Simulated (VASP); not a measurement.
Write the native input for VASP 6.6.1 that does the following.

```
Task                   : single point
Functional             : PBEsol
Potentials or basis    : VASP PAW PBE potentials, release 64 (Lu)
Cutoff                 : 520 eV
k mesh                 : 11 × 11 × 11
Occupations            : fermi-dirac, width 0.1 eV
Spin                   : no spin polarisation
Dipole correction      : no
Further INCAR settings : ALGO = Normal; EDIFF = 1e-06; NBANDS = 18
```

The structure of Lu lies in POSCAR:

```
Lu
1.0
    3.0414147146      0.0000000000      0.0000000000
    0.0000000000      3.0414147146      0.0000000000
    0.0000000000      0.0000000000      3.0414147146
Lu
1
Direct
    0.0000000000      0.0000000000      0.0000000000
```

This isn't the form of Lu at room conditions, which is hcp.

The input as run:

INCAR

```
PREC = Accurate ; ENCUT = 520
EDIFF = 1E-6 ; ISMEAR = -1
SIGMA = 0.1 ; LREAL = False
LASPH = True ; NELM = 60
ALGO = Normal ; ISIF = 2
LWAVE = False ; LCHARG = False
GGA = PS ; NBANDS = 18
```

KPOINTS

```
Automatic mesh
0
Gamma
  11 11 11
```

Potentials or basis: VASP PAW PBE potentials, release 64 (Lu).

Command:

```sh
$ cat potpaw_PBE.64/Lu/POTCAR > POTCAR
$ mpirun -np 1 vasp_std > vasp.out
```

It gave:

The pressure is 3.2 GPa. The band gap on the k mesh is zero (an odd number of electrons rules out a gap without spin polarisation).

Caveat: the cell stands under pressure; the PAW data sets were made with another functional, which shifts forces and pressure a little; spin-orbit coupling is left out, which moves the levels of the heavy elements.

Run time: 11 s on 1 thread of AMD EPYC 9R45 96-Core Processor (Zen 5), on a shared host, peak memory 0.13 GiB.
